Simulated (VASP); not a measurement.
# InGaAs2 (P-4m2) in VASP: a series of runs

Runs on InGaAs2. Level: r2SCAN. Tasks: single point.

All numbers are computed with VASP 6.6.1; they aren't measurements. Logs are shortened: lines on timing, memory, paths and dates and some standing lists are left out, and cuts for length are marked.

## 1. The cell of the first run

Symmetry: P-4m2, No. 115, tetragonal system. Conventional cell: a = 3.946 Å, b = 3.946 Å, c = 6.218 Å, α = 90.00°, β = 90.00°, γ = 90.00°. Within 3.4 Å of In (site symmetry -4m2) lie 4 As at 2.59 Å. Within 3.2 Å of Ga (site symmetry -4m2) lie 4 As at 2.44 Å. Within 3.2 Å of As (site symmetry 2mm) lie 2 Ga at 2.44 Å and 2 In at 2.59 Å.

## 2. Single point, r2SCAN (strain -0.050 along x and y, +0.050 along z)

File POSCAR:

```
InGaAs2
1.0
    3.9456180596      0.0000000000      0.0000000000
    0.0000000000      3.9456180596      0.0000000000
    0.0000000000      0.0000000000      6.2184177615
In Ga As
1 1 2
Direct
    0.0000000000      0.0000000000      0.5000000000
    0.5000000000      0.5000000000      0.0000000000
    0.5000000000      0.0000000000      0.7698871174
    0.0000000000      0.5000000000      0.2301128826
```

File INCAR.step1:

```
SYSTEM = InGaAs2
ALGO = Normal ; EDIFF = 1E-4
ENCUT = 520 ; GGA = PE
ISMEAR = 0 ; LASPH = .True.
LCHARG = .False. ; LREAL = .False.
LWAVE = .True. ; NBANDS = 26
NELM = 80 ; PREC = Accurate
SIGMA = 0.03
```

File INCAR.step2:

```
SYSTEM = InGaAs2
ALGO = Normal ; EDIFF = 1E-6
ENCUT = 520 ; ISIF = 2
ISMEAR = 0 ; ISTART = 1
LASPH = .True. ; LCHARG = .True.
LELF = .True. ; LMIXTAU = .True.
LREAL = .False. ; LVHAR = .True.
LWAVE = .False. ; METAGGA = R2SCAN
NBANDS = 26 ; NELM = 80
PREC = Accurate ; SIGMA = 0.03
```

File KPOINTS:

```
k-points
0
Gamma
  8 8 6
  0 0 0
```

Potentials or basis: VASP PAW PBE potentials, release 64 (In_d, Ga_d, As).

Run with:

```sh
$ cat potpaw_PBE.64/In_d/POTCAR potpaw_PBE.64/Ga_d/POTCAR potpaw_PBE.64/As/POTCAR > POTCAR
$ cp INCAR.step1 INCAR
$ mpirun -np 1 vasp_std > vasp.out
$ cp INCAR.step2 INCAR
$ mpirun -np 1 vasp_std > vasp.out
```

OUTCAR:

```text
SYSTEM = InGaAs2
   EDIFF = 1E-6
   ENCUT = 520
   ISIF = 2
   ISMEAR = 0
   ISTART = 1
   LASPH = .True.
   LREAL = .False.
   METAGGA = R2SCAN
   NELM = 80
   PREC = Accurate

 ion  position               nearest neighbor table
   1  0.000  0.000  0.500-   3 2.59   4 2.59   4 2.59   3 2.59
   2  0.500  0.500  0.000-   3 2.44   4 2.44   3 2.44   4 2.44
   3  0.500  0.000  0.770-   2 2.44   2 2.44   1 2.59   1 2.59
   4  0.000  0.500  0.230-   2 2.44   2 2.44   1 2.59   1 2.59

  LATTYP: Found a simple tetragonal cell.
 ALAT       =     3.9456180596
 C/A-ratio  =     1.5760313511

  Lattice vectors:

 A1 = (   3.9456180596,   0.0000000000,   0.0000000000)
 A2 = (   0.0000000000,   3.9456180596,   0.0000000000)
 A3 = (   0.0000000000,   0.0000000000,   6.2184177615)

Analysis of symmetry for initial positions (statically):
=====================================================================
 Subroutine PRICEL returns:
 Original cell was already a primitive cell.

 Routine SETGRP: Setting up the symmetry group for a
 simple tetragonal supercell.

 Subroutine GETGRP returns: Found  8 space group operations
 (whereof  8 operations were pure point group operations)
 out of a pool of 16 trial point group operations.

The static configuration has the point symmetry D_2d.

Analysis of symmetry for dynamics (positions and initial velocities):
=====================================================================
 Subroutine PRICEL returns:
 Original cell was already a primitive cell.

 Routine SETGRP: Setting up the symmetry group for a
 simple tetragonal supercell.

 Subroutine GETGRP returns: Found  8 space group operations
 (whereof  8 operations were pure point group operations)
 out of a pool of 16 trial point group operations.

The dynamic configuration has the point symmetry D_2d.

 Subroutine INISYM returns: Found  8 space group operations
 (whereof  8 operations are pure point group operations),
 and found     1 'primitive' translations

----------------------------------------------------------------------------------------

                                     Primitive cell

  volume of cell :      96.8077

  direct lattice vectors                    reciprocal lattice vectors
     3.945618060  0.000000000  0.000000000     0.253445717  0.000000000  0.000000000
     0.000000000  3.945618060  0.000000000     0.000000000  0.253445717  0.000000000
     0.000000000  0.000000000  6.218417761     0.000000000  0.000000000  0.160812612

  length of vectors
     3.945618060  3.945618060  6.218417761     0.253445717  0.253445717  0.160812612

  position of ions in fractional coordinates (direct lattice)
     0.000000000  0.000000000  0.500000000
     0.500000000  0.500000000  0.000000000
     0.500000000  0.000000000  0.769887117
     0.000000000  0.500000000  0.230112883

  ion indices of the primitive-cell ions
   primitive index   ion index
                 1           1
                 2           2
                 3           3
                 4           4

----------------------------------------------------------------------------------------

 KPOINTS: k-points

Automatic generation of k-mesh.
 Grid dimensions read from file:
 generate k-points for:    8    8    6

 Generating k-lattice:

  Cartesian coordinates                     Fractional coordinates (reciprocal lattice)
     0.031680715  0.000000000  0.000000000     0.125000000  0.000000000  0.000000000
     0.000000000  0.031680715  0.000000000     0.000000000  0.125000000  0.000000000
     0.000000000  0.000000000  0.026802102     0.000000000  0.000000000  0.166666667

  Length of vectors
     0.031680715  0.031680715  0.026802102

  Shift w.r.t. Gamma in fractional coordinates (k-lattice)
     0.000000000  0.000000000  0.000000000

 Subroutine IBZKPT returns following result:
 ===========================================

 Found     60 irreducible k-points:

 Following reciprocal coordinates:
            Coordinates               Weight
  0.000000  0.000000  0.000000      1.000000
  0.125000  0.000000  0.000000      4.000000
  0.250000  0.000000  0.000000      4.000000
  0.375000  0.000000  0.000000      4.000000
  0.500000  0.000000  0.000000      2.000000
  0.125000  0.125000  0.000000      4.000000
[... 16 lines left out ...]
  0.375000  0.125000  0.166667     16.000000
  0.500000  0.125000  0.166667      8.000000
 [... further k-points ...]
   k-points           NKPTS =     60   k-points in BZ     NKDIM =     60   number of bands    NBANDS=     26
   number of dos      NEDOS =    301   number of ions     NIONS =      4
   total plane-waves  NPLWV =  43200
   dimension x,y,z NGX =    30 NGY =   30 NGZ =   48
   dimension x,y,z NGXF=    60 NGYF=   60 NGZF=   96
   ions per type =               1   1   2
   NGX,Y,Z   is equivalent  to a cutoff of  12.64, 12.64, 12.83 a.u.
   NGXF,Y,Z  is equivalent  to a cutoff of  25.28, 25.28, 25.67 a.u.
 SYSTEM =  InGaAs2
   PREC   = accura    normal or accurate (medium, high low for compatibility)
   ISTART =      1    job   : 0-new  1-cont  2-samecut
   ICHARG =      0    charge: 1-file 2-atom 10-const
   ISPIN  =      1    spin polarized calculation?
   LNONCOLLINEAR =      F non collinear calculations
   LSORBIT =      F    spin-orbit coupling
   LASPH  =      T    aspherical Exc in radial PAW
   ENCUT  =  520.0 eV  38.22 Ry    6.18 a.u.   7.34  7.34 11.56*2*pi/ulx,y,z
   NELM   =     80;   NELMIN=  2; NELMDL=  0     # of ELM steps
   EDIFF  = 0.1E-05   stopping-criterion for ELM
   LREAL  =      F    real-space projection
   EDIFFG = 0.1E-04   stopping-criterion for IOM
   NSW    =      0    number of steps for IOM
   IBRION =     -1    ionic relax: 0-MD 1-quasi-New 2-CG
   NFREE  =      0    steps in history (QN), initial steepest desc. (CG)
   ISIF   =      2    stress and relaxation
   ISYM   =      2    0-nonsym 1-usesym 2-fastsym
   POTIM  = 0.5000    time-step for ionic-motion
   TEBEG  =    0.0;   TEEND  =   0.0 temperature during run
   PSTRESS=    0.0 pullay stress
   NELECT =      36.0000    total number of electrons
   NUPDOWN=      -1.0000    fix difference up-down
   EMIN   =  10.00;   EMAX   =-10.00  energy-range for DOS
   EFERMI =   0.00;   METHOD = LEGACY
   ISMEAR =     0;   SIGMA  =   0.03  broadening in eV -4-tet -1-fermi 0-gaus
   EFERMI_NEDOS =   21; number of points for ismear=-14 and -15
   IALGO  =     38    algorithm
   IMIX   =      4    mixing-type and parameters
     AMIX     =   0.40;   BMIX     =  1.00
     AMIX_MAG =   1.60;   BMIX_MAG =  1.00
  volume/ion in A,a.u.               =      24.20       163.32
  Fermi-wavevector in a.u.,A,eV,Ry     =   1.177260  2.224699 18.856869  1.385941
  Thomas-Fermi vector in A             =   2.313610
   LORBIT       =      0    0 simple, 1 ext, 2 COOP (PROOUT), +10 PAW based schemes
   METAGGA = R2SCAN    functional components
   LHFCALC =     F    Hartree Fock is set to
   AEXX    =    0.0000 exact exchange contribution
   IVDW    =     0    specifies the selected vdW correction
   LEPSILON=     F    determine dielectric tensor
   LRPA    =     F    only Hartree local field effects (RPA)
 non-spin polarized calculation
 Gauss-broadening in eV      SIGMA  =   0.03
  energy-cutoff  :      520.00
  volume of cell :       96.81
 maximum number of plane-waves:      2663
 NGX is ok and might be reduce to    30
   NGX = 15   NGY = 15   NGZ = 23

 number of electron      35.9999997 magnetization

 Free energy of the ion-electron system (eV)
  ---------------------------------------------------
  ext. energy  EPLUGINS =         0.00000000
  ---------------------------------------------------
  free energy    TOTEN  =       -64.84489082 eV

  energy without entropy =      -64.84489082  energy(sigma->0) =      -64.84489082

 E-fermi :   4.8403     XC(G=0): -10.1195

 val. band max:        4.6568613446   @ k =   0.0000   0.0000   0.0000
 cond. band min:       5.0137471733   @ k =   0.0000   0.0000   0.0000
 fundamental gap:      0.3568858286
 Fermi energy:         4.8402999939

 k-point     1 :       0.0000    0.0000    0.0000
  band No.  band energies     occupation
      1     -11.0066      2.00000
      2     -10.8971      2.00000
      3     -10.8971      2.00000
      4     -10.8406      2.00000
      5     -10.8285      2.00000
      6     -10.6883      2.00000
[... 18 lines left out ...]
     25      12.6004      0.00000
     26      13.4288      0.00000

 k-point     2 :       0.1250    0.0000    0.0000
  band No.  band energies     occupation
      1     -11.0029      2.00000
      2     -10.9059      2.00000
      3     -10.8964      2.00000
      4     -10.8389      2.00000
      5     -10.8301      2.00000
      6     -10.6789      2.00000
[... 18 lines left out ...]
     25      13.1584      0.00000
     26      13.4679      0.00000

 k-point     3 :       0.2500    0.0000    0.0000
  band No.  band energies     occupation
      1     -10.9941      2.00000
      2     -10.9266      2.00000
      3     -10.8947      2.00000
      4     -10.8350      2.00000
      5     -10.8340      2.00000
      6     -10.6605      2.00000
[... 18 lines left out ...]
     25      12.8191      0.00000
     26      12.8739      0.00000

 k-point     4 :       0.3750    0.0000    0.0000
  band No.  band energies     occupation
      1     -10.9848      2.00000
      2     -10.9476      2.00000
      3     -10.8931      2.00000
      4     -10.8379      2.00000
      5     -10.8315      2.00000
      6     -10.6548      2.00000
[... 18 lines left out ...]
     25      11.4880      0.00000
     26      11.6306      0.00000

 k-point     5 :       0.5000    0.0000    0.0000
  band No.  band energies     occupation
      1     -10.9795      2.00000
      2     -10.9579      2.00000
      3     -10.8924      2.00000
      4     -10.8395      2.00000
      5     -10.8301      2.00000
      6     -10.6587      2.00000
[... 18 lines left out ...]
     25      10.6425      0.00000
     26      10.8449      0.00000

 k-point     6 :       0.1250    0.1250    0.0000
  band No.  band energies     occupation
      1     -10.9996      2.00000
      2     -10.9128      2.00000
      3     -10.8972      2.00000
      4     -10.8375      2.00000
      5     -10.8318      2.00000
      6     -10.6695      2.00000
[... 427 lines left out ...]
 k-point    21 :       0.1250    0.1250    0.1667
  band No.  band energies     occupation
      1     -10.9979      2.00000
      2     -10.9125      2.00000
      3     -10.8971      2.00000
      4     -10.8376      2.00000
      5     -10.8319      2.00000
      6     -10.6759      2.00000
[... 18 lines left out ...]
     25      11.6703      0.00000
     26      12.9566      0.00000

 k-point    22 :       0.2500    0.1250    0.1667
  band No.  band energies     occupation
      1     -10.9911      2.00000
      2     -10.9321      2.00000
      3     -10.8959      2.00000
      4     -10.8363      2.00000
      5     -10.8341      2.00000
      6     -10.6564      2.00000
[... 18 lines left out ...]
     25      11.0171      0.00000
     26      12.7007      0.00000

 k-point    23 :       0.3750    0.1250    0.1667
  band No.  band energies     occupation
      1     -10.9849      2.00000
      2     -10.9519      2.00000
      3     -10.8938      2.00000
      4     -10.8403      2.00000
      5     -10.8310      2.00000
      6     -10.6497      2.00000
[... 18 lines left out ...]
     25      11.0331      0.00000
     26      12.2020      0.00000

 k-point    24 :       0.5000    0.1250    0.1667
  band No.  band energies     occupation
      1     -10.9818      2.00000
      2     -10.9609      2.00000
      3     -10.8929      2.00000
      4     -10.8420      2.00000
      5     -10.8297      2.00000
      6     -10.6529      2.00000
[... 18 lines left out ...]
     25      10.8914      0.00000
     26      11.3271      0.00000

 [... further k-points ...]
[... 5 lines left out ...]
  --------------------------------------------------------------------------------------
  -------------------------------------------------------------------------------------
  Total        3.4084977      3.4084977     -0.2352827      0.0000000      0.0000000      0.0000000
  in kB       56.4109755     56.4109755     -3.8939527      0.0000000      0.0000000      0.0000000
  external PRESSURE =      36.3093328 kB  Pullay stress =       0.0000000 kB

 VOLUME and BASIS-vectors are now :
 -----------------------------------------------------------------------------
  energy-cutoff  :      520.00
  volume of cell :       96.81
      direct lattice vectors                 reciprocal lattice vectors
     3.945618060  0.000000000  0.000000000     0.253445717  0.000000000  0.000000000
     0.000000000  3.945618060  0.000000000     0.000000000  0.253445717  0.000000000
     0.000000000  0.000000000  6.218417761     0.000000000  0.000000000  0.160812612

 POSITION                                       TOTAL-FORCE (eV/Angst)
 -----------------------------------------------------------------------------------
      0.00000      0.00000      3.10921         0.000000     -0.000000      0.000000
      1.97281      1.97281      0.00000         0.000000      0.000000      0.000000
      1.97281      0.00000      4.78748         0.000000     -0.000000      0.024644
      0.00000      1.97281      1.43094         0.000000     -0.000000     -0.024644
 -----------------------------------------------------------------------------------
    total drift:                                0.000000      0.000000     -0.000000

  FREE ENERGIE OF THE ION-ELECTRON SYSTEM (eV)
  ---------------------------------------------------
  free  energy   TOTEN  =       -64.8448908186 eV

  energy  without entropy=      -64.8448908186  energy(sigma->0) =      -64.84489082
```

It took 9.2 min on 1 thread of Intel Xeon 8259CL, shared host; peak memory 0.32 GiB.

Results:

```
Free energy            : -64.8449 eV
Pressure               : 3.6 GPa
Largest force          : 0.025 eV/Å
Band gap on the k mesh : 0.36 eV
```

Forces on the atoms (eV/Å):
```
In   0.000  0.000  0.000
Ga   0.000  0.000  0.000
As   0.000  0.000  0.025
As   0.000  0.000 -0.025
```

Stress tensor (GPa, compression positive):
```
 5.64  0.00  0.00
 0.00  5.64  0.00
 0.00  0.00 -0.39
```

Levels at points of the mesh, in eV from the valence-band top:
```
           k point  band 16  band 17  band 18  band 19  band 20  band 21
(0.00, 0.00, 0.00)    -0.80     0.00     0.00     0.36     1.96     2.57
(0.50, 0.00, 0.00)    -3.75    -1.36    -0.67     2.79     3.81     4.76
(0.50, 0.50, 0.00)    -3.11    -3.11    -2.95     1.27     1.27     1.39
(0.00, 0.00, 0.50)    -1.94    -1.20    -1.20     2.41     2.57     3.14
(0.50, 0.00, 0.50)    -1.82    -1.34    -0.61     0.74     1.08     4.18
(0.50, 0.50, 0.50)    -3.75    -3.57    -3.57     3.85     3.97     4.02
```

Caveat: the cell differs from its parent crystal (strain -0.050 along x and y, +0.050 along z); the cell stands under pressure; the PAW data sets were made with another functional, which shifts forces and pressure a little; spin-orbit coupling is left out, which moves the levels of the heavy elements. A k mesh can miss the band edges.

(Continued in part 2 of 2.)
